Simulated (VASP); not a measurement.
Set up this calculation in VASP 6.6.1, as the native input.

```yaml
Task: single point
Functional: PBE
Potentials_or_basis: VASP PAW PBE potentials, release 64 (Ga_d, In_d, P)
Cutoff: 520 eV
k_mesh: 4 × 4 × 1
Occupations: fermi-dirac, width 0.05 eV
Spin: no spin polarisation
Dipole_correction: no
Further_INCAR_settings: ALGO = Normal; EDIFF = 1e-07; NBANDS = 66
```

The structure of In2GaP3 (an interface model) lies in POSCAR:

```
In2GaP3
1.0
    3.8334610000      0.0000000000      0.0000000000
   -1.9167310000      3.3198750000      0.0000000000
    0.0000000000      0.0000000000     20.7676930000
Ga In P
2 4 6
Direct
    0.3262200000      0.6389090000      0.0017110000
    0.6809990000      0.3528680000      0.1510040000
    0.3172400000      0.6640330000      0.3039020000
    0.3396570000      0.6809190000      0.6507710000
    0.6608750000      0.3462120000      0.4796020000
    0.6701520000      0.3550870000      0.8277450000
    0.3397530000      0.6717810000      0.1153230000
    0.3191450000      0.6496170000      0.4315330000
    0.3306360000      0.6600110000      0.7836210000
    0.6517190000      0.3332890000      0.2661330000
    0.6710500000      0.3289050000      0.6090570000
    0.6824700000      0.3343950000      0.9560510000
```

These files were run (other wordings do the same):

INCAR

```
  PREC = Accurate
  ENCUT = 520
  EDIFF = 1E-7
  ISMEAR = -1
  SIGMA = 0.05
  LREAL = False
  LASPH = True
  NELM = 60
  ALGO = Normal
  ISIF = 2
  LWAVE = False
  LCHARG = False
  GGA = PE
  NBANDS = 66
```

KPOINTS

```
Automatic mesh
0
Gamma
  4 4 1
```

Potentials or basis: VASP PAW PBE potentials, release 64 (Ga_d, In_d, P).

Command:

```bash
$ cat potpaw_PBE.64/Ga_d/POTCAR potpaw_PBE.64/In_d/POTCAR potpaw_PBE.64/P/POTCAR > POTCAR
$ mpirun -np 1 vasp_std > vasp.out
```

Results of the run:

The pressure is 11.2 GPa. The largest force is 2.280 eV/Å and the band gap on the k mesh is 0.34 eV.

Caveat: the k points lie up to 0.47 Å⁻¹ apart; spin-orbit coupling is left out, which moves the levels of the heavy elements.

It took 9.6 min on 1 thread of Intel Xeon 8259CL (shared host), peak memory 0.46 GiB.
